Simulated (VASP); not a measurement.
A run of VASP 6.6.1 is set up as follows.

Contents of INCAR:

```
SYSTEM = Ni
PREC = Accurate
ENCUT = 600
EDIFF = 1E-6
ISMEAR = -1
SIGMA = 0.05
LREAL = .FALSE.
LASPH = .TRUE.
NELM = 120
ALGO = Normal
ISIF = 2
LWAVE = .FALSE.
LCHARG = .FALSE.
GGA = PE
ISYM = 0
NBANDS = 17
GGA_COMPAT = .FALSE.
```

Contents of KPOINTS:

```
Automatic mesh
0
G
  15 9 12
  0 0 0
```

POSCAR

```
Ni
1.0
    0.0000000000     -1.7677500000     -1.7677500000
   -3.5355000000     -1.7677500000     -1.7677500000
    0.0000000000      1.7677500000     -1.7677500000
Ni
2
Direct
    0.0000000000      0.0000000000      0.0000000000
    0.0000000000      0.5000000000      0.5000000000
```

Potentials or basis: VASP PAW PBE potentials, release 64 (Ni).

Run with:

```console
$ cat potpaw_PBE.64/Ni/POTCAR > POTCAR
$ mpirun -np 1 vasp_std > vasp.out
```

(1) Estimate the pressure.

(2) Estimate the band gap on the k mesh.

Answers

(1) -3.9 GPa.

(2) zero (bands 10 and 11 overlap by 0.62 eV).

Caveat: the cell stands under tension; the run has no spin polarisation, though such a crystal can be magnetic.
